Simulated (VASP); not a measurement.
Set up this calculation in VASP 6.6.1, as the native input.

```yaml
Task: single point
Functional: r2SCAN
Potentials_or_basis: VASP PAW PBE potentials, release 64 (Zr_sv, O)
Cutoff: 660 eV
k_mesh: 7 × 7 × 8
Occupations: methfessel-paxton, width 0.05 eV
Spin: non-collinear spin, zero start, spin-orbit coupling
Starting_moments: "[[0.0, 0.0, 0.0], [0.0, 0.0, 0.0]] μB"
Hubbard_terms: Zr d U = 1.0 eV
Dipole_correction: no
Further_INCAR_settings: ALGO = Normal; EDIFF = 1e-06; NBANDS = 30
```

The system is ZrO.

```xyz
2
Lattice="1.8266 -2.9188 0.0000 1.8266 2.9188 0.0000 0.0000 0.0000 2.6199" Properties=species:S:1:pos:R:3 pbc="T T T"
Zr    0.0000    0.0000    0.0000
O     1.8266    0.0000    0.0000
```

One way to write it, as run:

POSCAR

```
ZrO
1.0
    1.8266398600     -2.9188492700      0.0000000000
    1.8266398600      2.9188492700      0.0000000000
    0.0000000000      0.0000000000      2.6199383700
Zr O
1 1
Direct
    0.0000000000      0.0000000000      0.0000000000
    0.5000000000      0.5000000000      0.0000000000
```

INCAR.step1

```
SYSTEM = ZrO
  PREC = Accurate
  ENCUT = 660
  ISMEAR = 1
  SIGMA = 0.05
  LREAL = .False.
  LASPH = .True.
  NELM = 200
  LNONCOLLINEAR = .True.
  MAGMOM = 0 0 0 0 0 0
  LSORBIT = .True.
  GGA_COMPAT = .False.
  LMAXMIX = 4
  LDAU = .True.
  LDAUTYPE = 2
  LDAUL = 2 -1
  LDAUU = 1 0
  LDAUJ = 0 0
  NBANDS = 30
  GGA = PE
  ALGO = Normal
  EDIFF = 1E-5
  LWAVE = .True.
  LCHARG = .False.
```

INCAR.step2

```
SYSTEM = ZrO
  PREC = Accurate
  ENCUT = 660
  EDIFF = 1E-6
  ISMEAR = 1
  SIGMA = 0.05
  LREAL = .False.
  LASPH = .True.
  NELM = 200
  ALGO = Normal
  ISIF = 2
  LWAVE = .False.
  LCHARG = .False.
  LNONCOLLINEAR = .True.
  MAGMOM = 0 0 0 0 0 0
  LORBIT = 11
  LSORBIT = .True.
  GGA_COMPAT = .False.
  LORBMOM = .True.
  LMAXMIX = 4
  LDAU = .True.
  LDAUTYPE = 2
  LDAUL = 2 -1
  LDAUU = 1 0
  LDAUJ = 0 0
  LDAUPRINT = 1
  METAGGA = R2SCAN
  LMIXTAU = .True.
  NBANDS = 30
  ISTART = 1
```

KPOINTS

```
regular mesh
0
Gamma
  7 7 8
  0 0 0
```

Potentials or basis: VASP PAW PBE potentials, release 64 (Zr_sv, O).

Command:

```bash
$ cat potpaw_PBE.64/Zr_sv/POTCAR potpaw_PBE.64/O/POTCAR > POTCAR
$ cp INCAR.step1 INCAR
$ mpirun -np 1 vasp_ncl > vasp.out
$ cp INCAR.step2 INCAR
$ mpirun -np 1 vasp_ncl > vasp.out
```

Results of the run:

```
Pressure                                              : 66.3 GPa
Net moment                                            : 0.00 μB per cell
Valence electrons inside the program's atomic spheres : Zr 10.34; O 5.24
```

Caveat: the stress differs along the axes, from -2 to 152 GPa; the PAW data sets were made with another functional, which shifts forces and pressure a little.

Wall time 9.6 min on 1 thread of Intel(R) Xeon(R) 6975P-C (Granite Rapids), on a shared host, peak memory 0.37 GiB.
